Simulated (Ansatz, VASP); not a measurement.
# PtS2: VASP beside Ansatz

Contents of INCAR:

```
SYSTEM = PtS2
PREC = Accurate
ENCUT = 520
EDIFF = 1E-7
ISMEAR = 0
SIGMA = 0.05
LREAL = .FALSE.
LASPH = .TRUE.
NELM = 150
ALGO = Normal
ISIF = 2
LWAVE = .FALSE.
LCHARG = .FALSE.
ISPIN = 2
MAGMOM = 4 0 0
LORBIT = 11
LMAXMIX = 4
NBANDS = 22
```

The input KPOINTS:

```
Automatic mesh
0
G
  6 6 4
  0 0 0
```

File POSCAR:

```
PtS2
1.0
    3.5431995400      0.0000000000      0.0000000000
   -1.7715997700      3.0685008100      0.0000000000
    0.0000000000      0.0000000000      5.0388000900
Pt S
1 2
Direct
    0.0000000000      0.0000000000      0.0000000000
    0.3333333333      0.6666666667      0.2500000000
    0.6666666667      0.3333333333      0.7500000000
```

Input for Ansatz:

```yaml
crystal:
  lattice:
    - [3.54319954, 0.0, 0.0]
    - [-1.77159977, 3.06850081, 0.0]
    - [0.0, 0.0, 5.03880009]
  atoms:
    - { symbol: Pt, position: [0.0, 0.0, 0.0], spin: 4.0 }
    - { symbol: S, position: [0.3333333333, 0.6666666667, 0.25] }
    - { symbol: S, position: [0.6666666667, 0.3333333333, 0.75] }
basis:
  ecutwfc: 420
  ecutrho_ratio: 4
kpoints:
  mp_grid: { grid: [6, 6, 4] }
hamiltonian:
  xc: lda
scf:
  occupations: { method: gaussian, width: 0.05 }
  lower_state_search: "off"
  max_iter: 150
output:
  forces: true
  stress: true
  eigenvalues: true
  populations: true
  hubbard: { sites: [{ site: 0, l: d }] }
magnetization:
  spin_polarized: true
```

Alike in both runs: task single point; functional LDA; k mesh 6 × 6 × 4; occupations gaussian, width 0.05 eV; collinear spin.

```csv
,VASP,Ansatz
version,VASP 6.6.1,Ansatz 0.2.0
potentials or method,"VASP PAW LDA potentials, release 64 (Pt, S), cutoff 520 eV","scalar-relativistic, plane waves, PAW"
valence electrons in the cell,22,30
```

|  | VASP | Ansatz | Ansatz less VASP |
| --- | --- | --- | --- |
| gap on the k mesh at the Fermi level (eV) | 0.45 | 0.45 | 0.000 |
| least direct gap on the mesh (eV) | 1.22 | 1.22 | -0.003 |
| pressure (GPa) | -5.5 | -5.5 | +0.04 |
| traceless stress, the component that is largest in VASP (GPa) | -1.47 | -1.50 | -0.024 |
| rms of the force components (eV/Å) | 0.328 | 0.329 | +0.0009 |
| net moment per atom (μB) | 0.00 | 0.00 | 0.000 |

LDA's correlation is that of Perdew and Zunger in VASP and of Perdew and Wang (1992) in Ansatz. Atom by atom the forces differ by 0.001 eV/Å (rms over components). VASP's potentials hold 22 valence electrons a cell and Ansatz's 30, so a difference there can come from the potentials and not from the codes. Ansatz's warnings: seeded moment not kept.

Neither program's run includes spin-orbit coupling.
